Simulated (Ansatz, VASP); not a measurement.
## As: VASP beside Ansatz

```
As
1.0
     1.90795    1.10155    3.48577
    -1.90795    1.10155    3.48577
     0.00000   -2.20311    3.48577
As
2
Direct
  0.22754 0.22754 0.22754
  0.77246 0.77246 0.77246
```

Change from the starting cell: x and y stretched by +1.5 %, z held.

Alike in both runs: task single point; functional PBE; k mesh 11 × 11 × 11; occupations fermi-dirac, width 0.03 eV; no spin polarisation.

```csv
,VASP,Ansatz
version,VASP 6.6.1,Ansatz 0.2.0
potentials or method,"VASP PAW PBE potentials, release 64 (As), cutoff 520 eV","all-electron LAPW, scalar-relativistic"
```

```tsv
	VASP	Ansatz	Ansatz less VASP
pressure (GPa)	1.2	1.0	-0.25
traceless stress, the component that is largest in VASP (GPa)	0.28	0.35	+0.075
rms of the force components (eV/Å)	0.072	0.043	-0.0292
```

Atom by atom the forces differ by 0.029 eV/Å (rms over components). Ansatz ran all-electron here, and VASP with PAW potentials.
